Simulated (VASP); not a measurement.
# AlN in VASP: a series of runs, part 2 of 3

VASP 6.6.1. Earlier steps stand in the parts before.

## (3) Single point, PBEsol (atoms displaced along a vibrational mode)

Input file INCAR:

```
  PREC = Accurate
  ENCUT = 520
  EDIFF = 1E-6
  ISMEAR = 0
  SIGMA = 0.05
  LREAL = F
  LASPH = T
  NELM = 100
  ALGO = Normal
  ISIF = 2
  LWAVE = F
  LCHARG = F
  GGA = PS
  NBANDS = 26
```

Input file KPOINTS:

```
Automatic mesh
0
Gamma
  8 8 8
```

Input file POSCAR:

```
AlN
1.0
   -3.1135599857      0.0000000000      0.0000000000
    0.0000000000      5.3928440876      0.0000000000
    1.5567799928     -2.6964220438     -4.9833504711
Al N
4 4
Direct
    1.0105509290      0.3313751049      0.9984910843
    0.5105509290      0.8313751049      0.9984910843
    0.2379401554      0.9171159795      0.4984910843
    0.7379401554      0.4171159795      0.4984910843
    0.7981538849      0.1389912029      0.6165078030
    0.2981538849      0.6389912029      0.6165078030
    0.0683539181      0.7275166000      0.1165078030
    0.5683539181      0.2275166000      0.1165078030
```

Potentials or basis: VASP PAW PBE potentials, release 64 (Al, N).

Command:

```sh
$ cat potpaw_PBE.64/Al/POTCAR potpaw_PBE.64/N/POTCAR > POTCAR
$ mpirun -np 1 vasp_std > vasp.out
```

OUTCAR:

```text
PREC = Accurate
   ENCUT = 520
   EDIFF = 1E-6
   ISMEAR = 0
   LREAL = F
   LASPH = T
   NELM = 100
   ISIF = 2
   GGA = PS

 ion  position               nearest neighbor table
   1  0.011  0.331  0.998-   8 1.88   8 1.88   5 1.90   7 1.91   3 3.03   4 3.03   3 3.08   4 3.08
                             4 3.10   3 3.10   2 3.11   2 3.11   2 3.11   2 3.11
   2  0.511  0.831  0.998-   7 1.88   7 1.88   6 1.90   8 1.91   4 3.03   3 3.03   4 3.08   3 3.08
                             3 3.10   4 3.10   1 3.11   1 3.11   1 3.11   1 3.11
   3  0.238  0.917  0.498-   5 1.88   5 1.88   7 1.90   6 1.91   1 3.03   2 3.03   1 3.08   2 3.08
                             2 3.10   1 3.10   4 3.11   4 3.11   4 3.11   4 3.11
   4  0.738  0.417  0.498-   6 1.88   6 1.88   8 1.90   5 1.91   2 3.03   1 3.03   2 3.08   1 3.08
                             1 3.10   2 3.10   3 3.11   3 3.11   3 3.11   3 3.11
   5  0.798  0.139  0.617-   3 1.88   3 1.88   1 1.90   4 1.91
   6  0.298  0.639  0.617-   4 1.88   4 1.88   2 1.90   3 1.91
   7  0.068  0.728  0.117-   2 1.88   2 1.88   3 1.90   1 1.91
   8  0.568  0.228  0.117-   1 1.88   1 1.88   4 1.90   2 1.91

  LATTYP: Found a body centered orthorhombic cell.
 ALAT       =     3.1135599857
 B/A-ratio  =     1.7320508076
 C/A-ratio  =     3.2010627667

  Lattice vectors:

 A1 = (  -1.5567799928,   2.6964220438,   4.9833504711)
 A2 = (   1.5567799929,  -2.6964220438,   4.9833504711)
 A3 = (   1.5567799928,   2.6964220438,  -4.9833504711)

Analysis of symmetry for initial positions (statically):
=====================================================================
 Subroutine PRICEL returns following result:

  LATTYP: Found a hexagonal cell.
 ALAT       =     3.1135599857
 C/A-ratio  =     1.6005313834

  Lattice vectors:

 A1 = (   3.1135599857,  -0.0000000000,   0.0000000000)
 A2 = (  -1.5567799929,  -2.6964220438,   0.0000000000)
 A3 = (  -0.0000000000,   0.0000000000,  -4.9833504711)

   2 primitive cells build up your supercell.

 Routine SETGRP: Setting up the symmetry group for a
 body centered orthorhombic supercell.

 Subroutine GETGRP returns: Found  2 space group operations
 (whereof  1 operations were pure point group operations)
 out of a pool of  8 trial point group operations.

The static configuration has the point symmetry C_1 .
 The point group associated with its full space group is C_2 .

Analysis of symmetry for dynamics (positions and initial velocities):
=====================================================================
 Subroutine PRICEL returns following result:

  LATTYP: Found a hexagonal cell.
 ALAT       =     3.1135599857
 C/A-ratio  =     1.6005313834

  Lattice vectors:

 A1 = (   3.1135599857,  -0.0000000000,   0.0000000000)
 A2 = (  -1.5567799929,  -2.6964220438,   0.0000000000)
 A3 = (  -0.0000000000,   0.0000000000,  -4.9833504711)

   2 primitive cells build up your supercell.

 Routine SETGRP: Setting up the symmetry group for a
 body centered orthorhombic supercell.

 Subroutine GETGRP returns: Found  2 space group operations
 (whereof  1 operations were pure point group operations)
 out of a pool of  8 trial point group operations.

The dynamic configuration has the point symmetry C_1 .
 The point group associated with its full space group is C_2 .

[... 62 lines left out ...]
  0.375000  0.000000  0.000000      4.000000
  0.500000  0.000000  0.000000      2.000000
  0.000000  0.125000  0.000000      4.000000
[... 16 lines left out ...]
  0.125000 -0.250000 -0.125000      4.000000
  0.250000  0.250000  0.000000      4.000000
 [... further k-points ...]
   k-points           NKPTS =    150   k-points in BZ     NKDIM =    150   number of bands    NBANDS=     26
   number of dos      NEDOS =    301   number of ions     NIONS =      8
   total plane-waves  NPLWV =  46080
   dimension x,y,z NGX =    24 NGY =   40 NGZ =   48
   dimension x,y,z NGXF=    48 NGYF=   80 NGZF=   96
   ions per type =               4   4
   NGX,Y,Z   is equivalent  to a cutoff of  12.81, 12.33, 13.58 a.u.
   NGXF,Y,Z  is equivalent  to a cutoff of  25.63, 24.66, 27.16 a.u.
 SYSTEM =  unknown system
   PREC   = accura    normal or accurate (medium, high low for compatibility)
   ISTART =      0    job   : 0-new  1-cont  2-samecut
   ICHARG =      2    charge: 1-file 2-atom 10-const
   ISPIN  =      1    spin polarized calculation?
   LNONCOLLINEAR =      F non collinear calculations
   LSORBIT =      F    spin-orbit coupling
   LASPH  =      T    aspherical Exc in radial PAW
   ENCUT  =  520.0 eV  38.22 Ry    6.18 a.u.   5.79 10.03 10.93*2*pi/ulx,y,z
   NELM   =    100;   NELMIN=  2; NELMDL= -5     # of ELM steps
   EDIFF  = 0.1E-05   stopping-criterion for ELM
   LREAL  =      F    real-space projection
   EDIFFG = 0.1E-04   stopping-criterion for IOM
   NSW    =      0    number of steps for IOM
   IBRION =     -1    ionic relax: 0-MD 1-quasi-New 2-CG
   NFREE  =      0    steps in history (QN), initial steepest desc. (CG)
   ISIF   =      2    stress and relaxation
   ISYM   =      2    0-nonsym 1-usesym 2-fastsym
   POTIM  = 0.5000    time-step for ionic-motion
   TEBEG  =    0.0;   TEEND  =   0.0 temperature during run
   PSTRESS=    0.0 pullay stress
   NELECT =      32.0000    total number of electrons
   NUPDOWN=      -1.0000    fix difference up-down
   EMIN   =  10.00;   EMAX   =-10.00  energy-range for DOS
   EFERMI =   0.00;   METHOD = LEGACY
   ISMEAR =     0;   SIGMA  =   0.05  broadening in eV -4-tet -1-fermi 0-gaus
   EFERMI_NEDOS =   21; number of points for ismear=-14 and -15
   IALGO  =     38    algorithm
   IMIX   =      4    mixing-type and parameters
     AMIX     =   0.40;   BMIX     =  1.00
     AMIX_MAG =   1.60;   BMIX_MAG =  1.00
  volume/ion in A,a.u.               =      10.46        70.58
  Fermi-wavevector in a.u.,A,eV,Ry     =   1.188300  2.245561 19.212190  1.412056
  Thomas-Fermi vector in A             =   2.324432
   LORBIT       =      0    0 simple, 1 ext, 2 COOP (PROOUT), +10 PAW based schemes
   GGA     = PS    functional components
   LHFCALC =     F    Hartree Fock is set to
   AEXX    =    0.0000 exact exchange contribution
   IVDW    =     0    specifies the selected vdW correction
   LEPSILON=     F    determine dielectric tensor
   LRPA    =     F    only Hartree local field effects (RPA)
 non-spin polarized calculation
 Gauss-broadening in eV      SIGMA  =   0.05
  energy-cutoff  :      520.00
  volume of cell :       83.68
 maximum number of plane-waves:      2272
   NGX = 11   NGY = 21   NGZ = 21

 number of electron      32.0000001 magnetization

 Free energy of the ion-electron system (eV)
  ---------------------------------------------------
  ext. energy  EPLUGINS =         0.00000000
  ---------------------------------------------------
  free energy    TOTEN  =       -62.59332337 eV

  energy without entropy =      -62.59332337  energy(sigma->0) =      -62.59332337

 E-fermi :   6.3195     XC(G=0): -11.1006

 val. band max:        6.0610461865   @ k =   0.0000   0.0000   0.0000
 cond. band min:      10.1581080944   @ k =   0.0000   0.0000   0.0000
 fundamental gap:      4.0970619079
 Fermi energy:         6.3195279972

 k-point     1 :       0.0000    0.0000    0.0000
  band No.  band energies     occupation
      1      -9.1094      2.00000
      2      -6.9287      2.00000
      3      -6.7394      2.00000
      4      -6.7394      2.00000
      5       0.0029      2.00000
      6       0.4298      2.00000
[... 685 lines left out ...]
     25      16.9826      0.00000
     26      17.3251      0.00000

 [... further k-points ...]

------------------------ aborting loop because EDIFF is reached ----------------------------------------

  FORCE on cell =-STRESS in cart. coord.  units (eV):
  Direction    XX          YY          ZZ          XY          YZ          ZX
  --------------------------------------------------------------------------------------
  -------------------------------------------------------------------------------------
  Total        0.8098969     -0.7619661      0.0227677     -0.0467383      0.0000000      0.0000000
  in kB       15.5075705    -14.5898130      0.4359475     -0.8949249      0.0000000      0.0000000
  external PRESSURE =       0.4512350 kB  Pullay stress =       0.0000000 kB

 VOLUME and BASIS-vectors are now :
 -----------------------------------------------------------------------------
  energy-cutoff  :      520.00
  volume of cell :       83.68
      direct lattice vectors                 reciprocal lattice vectors
    -3.113559986  0.000000000  0.000000000    -0.321175762  0.000000000 -0.100334103
     0.000000000  5.392844088  0.000000000     0.000000000  0.185430912 -0.100334103
     1.556779993 -2.696422044 -4.983350471     0.000000000  0.000000000 -0.200668206

 POSITION                                       TOTAL-FORCE (eV/Angst)
 -----------------------------------------------------------------------------------
      1.52158     -0.90530     -4.97583         0.198361      0.271421      0.014875
     -0.03520      1.79112     -4.97583         0.198361      0.271421      0.014875
      0.03520      3.60172     -2.48416        -0.198361     -0.271421      0.014875
     -1.52158      0.90530     -2.48416        -0.198361     -0.271421      0.014875
     -1.52533     -0.91281     -3.07227        -0.088968      0.300332     -0.014875
      0.03145      1.78361     -3.07227        -0.088968      0.300332     -0.014875
     -0.03145      3.60923     -0.58060         0.088968     -0.300332     -0.014875
     -1.58823      0.91281     -0.58060         0.088968     -0.300332     -0.014875
 -----------------------------------------------------------------------------------
    total drift:                                0.000030      0.000026      0.000919

  FREE ENERGIE OF THE ION-ELECTRON SYSTEM (eV)
  ---------------------------------------------------
  free  energy   TOTEN  =       -62.5933233680 eV

  energy  without entropy=      -62.5933233680  energy(sigma->0) =      -62.59332337
```

It took 3.8 min on 1 thread of AMD EPYC 9R45 (Zen 5), shared host; peak memory 0.33 GiB.

What came out:

```yaml
Free_energy: -62.5933 eV
Pressure: 0.0 GPa
Largest_force: 0.337 eV/Å
Band_gap_on_the_k_mesh: 4.10 eV
```

Forces in eV/Å, atoms in the order of the input:
```
Al   0.198  0.271  0.015
Al   0.198  0.271  0.015
Al  -0.198 -0.271  0.015
Al  -0.198 -0.271  0.015
N   -0.089  0.300 -0.015
N   -0.089  0.300 -0.015
N    0.089 -0.300 -0.015
N    0.089 -0.300 -0.015
```

Caveat: the cell differs from its parent crystal (atoms displaced along a vibrational mode); the PAW data sets were made with another functional, which shifts forces and pressure a little. A k mesh can miss the band edges.

(Part 2 of 3 ends here.)
